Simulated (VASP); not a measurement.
Write the native input for VASP 6.6.1 that does the following.

```
Task                   : single point
Functional             : LDA
Potentials or basis    : VASP PAW LDA potentials, release 64 (Ba_sv)
Cutoff                 : 520 eV
k mesh                 : 16 × 16 × 16
Occupations            : gaussian, width 0.15 eV
Spin                   : no spin polarisation
Dipole correction      : no
Further INCAR settings : ALGO = Fast; EDIFF = 1e-07; NBANDS = 11
```

The structure of Ba lies in POSCAR:

```
Ba
1.0
   -2.2906508177      2.2906508177      2.9778460630
    2.2906508177     -2.2906508177      2.9778460630
    2.2906508177      2.2906508177     -2.9778460630
Ba
1
Direct
    0.0000000000      0.0000000000      0.0000000000
```

This cell differs from its parent crystal: ratio of the length along z to the lengths across it x 1.3, volume and fractional coordinates fixed.

One way to write it, as run:

INCAR

```
SYSTEM = Ba
PREC = Accurate
ENCUT = 520
EDIFF = 1E-7
ISMEAR = 0
SIGMA = 0.15
LREAL = .FALSE.
LASPH = .TRUE.
NELM = 60
ALGO = Fast
ISIF = 2
LWAVE = .FALSE.
LCHARG = .FALSE.
GGA = CA
NBANDS = 11
```

KPOINTS

```
regular mesh
0
G
  16 16 16
  0 0 0
```

Potentials or basis: VASP PAW LDA potentials, release 64 (Ba_sv).

Run with:

```bash
$ cat potpaw_LDA.64/Ba_sv/POTCAR > POTCAR
$ mpirun -np 1 vasp_std > vasp.out
```

It gave:

```yaml
Pressure: -1.1 GPa
Band_gap_on_the_k_mesh: zero (bands 5 and 6 overlap by 0.49 eV)
```

Caveat: spin-orbit coupling is left out, which moves the levels of the heavy elements.

Run time: 9 min on 1 thread of AMD EPYC 7R43 64-Core Processor (Zen 3), with other jobs on the host, peak memory 0.32 GiB.
